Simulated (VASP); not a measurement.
# HoO3 (P4/mmm) in VASP: notebook, part 3 of 3

VASP 6.6.1.

## Step 4: Single point, PBE

This run uses another cell than the first one, of 12.02 Å³/atom.

File INCAR:

```
SYSTEM = HoO3
PREC = Accurate
ENCUT = 600
EDIFF = 1E-6
ISMEAR = 0
SIGMA = 0.1
LREAL = .False.
LASPH = .True.
NELM = 200
ALGO = Normal
ISIF = 2
LWAVE = .False.
LCHARG = .True.
GGA = PE
LELF = .True.
LVHAR = .True.
NBANDS = 22
GGA_COMPAT = .False.
LMAXMIX = 6
```

File KPOINTS:

```
Automatic mesh
0
Gamma
  14 14 12
  0 0 0
```

File POSCAR:

```
HoO3
1.0
    3.3219149451      0.0000000000      0.0000000000
    0.0000000000      3.3219149451      0.0000000000
    0.0000000000      0.0000000000      4.3579963102
Ho O
1 3
Direct
    0.0000000000      0.0000000000      0.5000000000
    0.5000000000      0.5000000000      0.0000000000
    0.0000000000      0.0000000000      0.0000000000
    0.5000000000      0.5000000000      0.5000000000
```

Potentials or basis: VASP PAW PBE potentials, release 64 (Ho_3, O), 4f in core.

Run with:

```bash
cat potpaw_PBE.64/Ho_3/POTCAR potpaw_PBE.64/O/POTCAR > POTCAR
mpirun -np 1 vasp_std > vasp.out
```

OUTCAR:

```text
SYSTEM = HoO3
   PREC = Accurate
   ENCUT = 600
   EDIFF = 1E-6
   ISMEAR = 0
   LREAL = .False.
   LASPH = .True.
   NELM = 200
   ISIF = 2
   GGA = PE

 ion  position               nearest neighbor table
   1  0.000  0.000  0.500-   3 2.18   3 2.18   4 2.35   4 2.35   4 2.35   4 2.35
   2  0.500  0.500  0.000-
   3  0.000  0.000  0.000-   1 2.18   1 2.18
   4  0.500  0.500  0.500-   1 2.35   1 2.35   1 2.35   1 2.35

  LATTYP: Found a simple tetragonal cell.
 ALAT       =     3.3219149451
 C/A-ratio  =     1.3118928035

  Lattice vectors:

 A1 = (   3.3219149451,   0.0000000000,   0.0000000000)
 A2 = (   0.0000000000,   3.3219149451,   0.0000000000)
 A3 = (   0.0000000000,   0.0000000000,   4.3579963102)

Analysis of symmetry for initial positions (statically):
=====================================================================
 Subroutine PRICEL returns:
 Original cell was already a primitive cell.

 Routine SETGRP: Setting up the symmetry group for a
 simple tetragonal supercell.

 Subroutine GETGRP returns: Found 16 space group operations
 (whereof 16 operations were pure point group operations)
 out of a pool of 16 trial point group operations.

The static configuration has the point symmetry D_4h.

Analysis of symmetry for dynamics (positions and initial velocities):
=====================================================================
 Subroutine PRICEL returns:
 Original cell was already a primitive cell.

 Routine SETGRP: Setting up the symmetry group for a
 simple tetragonal supercell.

 Subroutine GETGRP returns: Found 16 space group operations
 (whereof 16 operations were pure point group operations)
 out of a pool of 16 trial point group operations.

The dynamic configuration has the point symmetry D_4h.

[... 117 lines left out ...]
   ISMEAR =     0;   SIGMA  =   0.10  broadening in eV -4-tet -1-fermi 0-gaus
   EFERMI_NEDOS =   21; number of points for ismear=-14 and -15
   IALGO  =     38    algorithm
   IMIX   =      4    mixing-type and parameters
     AMIX     =   0.40;   BMIX     =  1.00
     AMIX_MAG =   1.60;   BMIX_MAG =  1.00
  volume/ion in A,a.u.               =      12.02        81.13
  Fermi-wavevector in a.u.,A,eV,Ry     =   1.350542  2.552155 24.816536  1.823964
  Thomas-Fermi vector in A             =   2.478038
   LORBIT       =      0    0 simple, 1 ext, 2 COOP (PROOUT), +10 PAW based schemes
   GGA     = PE    functional components
   LHFCALC =     F    Hartree Fock is set to
   AEXX    =    0.0000 exact exchange contribution
   IVDW    =     0    specifies the selected vdW correction
   LEPSILON=     F    determine dielectric tensor
   LRPA    =     F    only Hartree local field effects (RPA)
 non-spin polarized calculation
 Gauss-broadening in eV      SIGMA  =   0.10
  energy-cutoff  :      600.00
  volume of cell :       48.09
 maximum number of plane-waves:      1630
 NGX is ok and might be reduce to    28
   NGX = 13   NGY = 13   NGZ = 17

 number of electron      27.0000009 magnetization

 Free energy of the ion-electron system (eV)
  ---------------------------------------------------
  ext. energy  EPLUGINS =         0.00000000
  ---------------------------------------------------
  free energy    TOTEN  =       -24.47103652 eV

  energy without entropy =      -24.45987528  energy(sigma->0) =      -24.46545590

 E-fermi :   2.7413     XC(G=0): -11.0491

 val. band max:        2.7390725042   @ k =   0.3571   0.3571   0.4167
 cond. band min:       2.7416850003   @ k =   0.2857   0.0714   0.1667
 fundamental gap:      0.0026124961
 Fermi energy:         2.7412987559

 k-point     1 :       0.0000    0.0000    0.0000
  band No.  band energies     occupation
      1     -20.1570      2.00000
      2     -20.0683      2.00000
      3     -20.0683      2.00000
      4     -16.3177      2.00000
      5     -14.8294      2.00000
      6     -12.6486      2.00000
[... 589 lines left out ...]
     21      12.7976      0.00000
     22      16.5031      0.00000

 [... further k-points ...]

------------------------ aborting loop because EDIFF is reached ----------------------------------------

  FORCE on cell =-STRESS in cart. coord.  units (eV):
  Direction    XX          YY          ZZ          XY          YZ          ZX
  --------------------------------------------------------------------------------------
  -------------------------------------------------------------------------------------
  Total        0.1062163      0.1062163      0.4607041      0.0000000      0.0000000     -0.0000000
  in kB        3.5386533      3.5386533     15.3486009      0.0000000      0.0000000     -0.0000000
  external PRESSURE =       7.4753025 kB  Pullay stress =       0.0000000 kB

 VOLUME and BASIS-vectors are now :
 -----------------------------------------------------------------------------
  energy-cutoff  :      600.00
  volume of cell :       48.09
      direct lattice vectors                 reciprocal lattice vectors
     3.321914945  0.000000000  0.000000000     0.301031187  0.000000000  0.000000000
     0.000000000  3.321914945  0.000000000     0.000000000  0.301031187  0.000000000
     0.000000000  0.000000000  4.357996310     0.000000000  0.000000000  0.229463251

 POSITION                                       TOTAL-FORCE (eV/Angst)
 -----------------------------------------------------------------------------------
      0.00000      0.00000      2.17900         0.000000      0.000000      0.000000
      1.66096      1.66096      0.00000         0.000000      0.000000      0.000000
      0.00000      0.00000      0.00000         0.000000      0.000000      0.000000
      1.66096      1.66096      2.17900         0.000000      0.000000      0.000000
 -----------------------------------------------------------------------------------
    total drift:                                0.000000      0.000000      0.000000

  FREE ENERGIE OF THE ION-ELECTRON SYSTEM (eV)
  ---------------------------------------------------
  free  energy   TOTEN  =       -24.4710365155 eV

  energy  without entropy=      -24.4598752823  energy(sigma->0) =      -24.46545590
```

OSZICAR:

```text
N       E                     dE             d eps       ncg     rms          rms(c)
DAV:   1     0.211751652319E+03    0.21175E+03   -0.13608E+04 12504   0.136E+03
DAV:   2    -0.983387397996E+01   -0.22159E+03   -0.20764E+03 17490   0.392E+02
DAV:   3    -0.264107368001E+02   -0.16577E+02   -0.16097E+02 17150   0.104E+02
DAV:   4    -0.266060247290E+02   -0.19529E+00   -0.19433E+00 14554   0.950E+00
DAV:   5    -0.266095776798E+02   -0.35530E-02   -0.35518E-02 15194   0.123E+00    0.298E+01
DAV:   6    -0.258637435449E+02    0.74583E+00   -0.26190E+01 17136   0.290E+01    0.253E+01
DAV:   7    -0.246374197357E+02    0.12263E+01   -0.96428E+00 15320   0.162E+01    0.179E+01
DAV:   8    -0.245786490054E+02    0.58771E-01   -0.22580E+00 17384   0.938E+00    0.587E+00
DAV:   9    -0.245064276695E+02    0.72221E-01   -0.10456E+00 17754   0.643E+00    0.140E+00
DAV:  10    -0.244734240908E+02    0.33004E-01   -0.10041E-01 16590   0.231E+00    0.531E-01
DAV:  11    -0.244717255642E+02    0.16985E-02   -0.97588E-03 14420   0.720E-01    0.312E-01
DAV:  12    -0.244710435648E+02    0.68200E-03   -0.31573E-03 13826   0.367E-01    0.106E-01
DAV:  13    -0.244710618353E+02   -0.18271E-04   -0.35519E-04 14924   0.134E-01    0.623E-02
DAV:  14    -0.244710370548E+02    0.24780E-04   -0.12994E-04 16174   0.708E-02    0.272E-02
DAV:  15    -0.244710377893E+02   -0.73451E-06   -0.12017E-05 17668   0.263E-02    0.116E-02
DAV:  16    -0.244710365539E+02    0.12354E-05   -0.32899E-06  8504   0.105E-02    0.204E-03
DAV:  17    -0.244710365155E+02    0.38417E-07   -0.32525E-07  6438   0.748E-03
   1 F= -.24471037E+02 E0= -.24465456E+02  d E =-.111612E-01
```

It took 2.8 min on 1 thread of Intel Xeon 6975P-C (Granite Rapids), shared host; peak memory 0.4 GiB.

Results:

| Quantity | Value |
| --- | --- |
| Free energy | -24.4710 eV |
| Pressure | 0.7 GPa |
| Band gap on the k mesh | zero (an odd number of electrons rules out a gap without spin polarisation) |

Levels at points of the mesh, in eV from the Fermi level:
```tsv
k point	band 11	band 12	band 13	band 14	band 15	band 16
(0.00, 0.00, 0.00)	-2.42	-1.43	0.49	0.49	0.91	1.15
(0.50, 0.00, 0.00)	-1.64	-1.51	-1.48	-1.34	1.04	4.78
(0.50, 0.50, 0.00)	-2.79	-1.40	0.97	0.97	1.12	3.05
(0.00, 0.00, 0.50)	-2.86	-2.50	-1.47	0.33	0.33	1.03
(0.50, 0.00, 0.50)	-2.04	-1.89	-1.87	-1.82	-1.60	5.35
(0.50, 0.50, 0.50)	-3.15	-2.33	-1.74	0.83	0.83	5.19
```

Caveat: spin-orbit coupling is left out, which moves the levels of the heavy elements; the 4f electrons are frozen in the core, so they carry no moment and show no levels; an odd number of electrons without spin polarisation forces a metal; a magnetic or distorted state may lie lower; the run has no spin polarisation, though such a crystal can be magnetic. With open d or f shells a metallic result of PBE can be an artefact of self-interaction; +U or a hybrid may open a gap.

## Step 5: Overview

```tsv
task	cell	k mesh	smearing	gap on the mesh (eV)	pressure (GPa)
relaxation of cell and atoms	relaxed from a = 3.410, b = 3.410, c = 4.223 Å, 4 atoms, atomic positions A	6 × 6 × 4	gaussian 0.1 eV	none	0.2
single point	a = 3.322, b = 4.358, c = 6.644 Å, 8 atoms, atomic positions B	6 × 6 × 4	gaussian 0.2 eV	none	0.9
single point	a = 3.322, b = 3.322, c = 4.358 Å, 4 atoms, atomic positions A	14 × 14 × 12	gaussian 0.1 eV	none	0.7
```

Alike in all rows: level PBE; potentials or basis VASP PAW PBE potentials, release 64 (Ho_3, O), 4f in core; no spin polarisation; cutoff (eV) 600.

Caveats: some runs use coarse meshes; spin-orbit coupling is left out, which moves the levels of the heavy elements; the 4f electrons are frozen in the core, so they carry no moment and show no levels; the run has no spin polarisation, though such a crystal can be magnetic; an odd number of electrons without spin polarisation forces a metal (at least some runs); a magnetic or distorted state may lie lower (at least some runs).

Total energies depend on the potentials used, so only differences within one code and one set of settings carry meaning.
